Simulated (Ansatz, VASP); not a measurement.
## Two plane-wave programs on Mg4H

```
Mg H
1.0
     6.42014    0.00000    0.00000
     0.00000    5.13791    0.00000
     0.00000    0.00000   21.66448
Mg H
8 2
Direct
  0.00000 0.75000 0.18463
  0.50000 0.75000 0.18463
  0.25000 0.25000 0.22741
  0.75000 0.25000 0.22741
  0.25000 0.75000 0.31732
  0.75000 0.75000 0.31732
  0.00000 0.25000 0.35378
  0.50000 0.25000 0.35378
  0.69938 0.08333 0.49226
  0.80062 0.08333 0.49226
```

Alike in both runs: task single point; functional PBE; k mesh 4 × 5 × 1; occupations gaussian, width 0.1 eV; no spin polarisation.

```csv
,VASP,Ansatz
version,VASP 6.6.1,Ansatz 0.2.0
potentials or method,"VASP PAW PBE potentials, release 64 (Mg, H), cutoff 520 eV","scalar-relativistic, plane waves, PAW"
valence electrons in the cell,18,82
```

|  | VASP | Ansatz | Ansatz less VASP |
| --- | --- | --- | --- |
| gap on the k mesh at the Fermi level (eV) | none | none | - |
| rms of the force components (eV/Å) | 1.265 | 1.256 | -0.0090 |

Atom by atom the forces differ by 0.009 eV/Å (rms over components). A gap of «none» marks a metal or a gap that the smearing closes. VASP's potentials hold 18 valence electrons a cell and Ansatz's 82, so a difference there can come from the potentials and not from the codes.
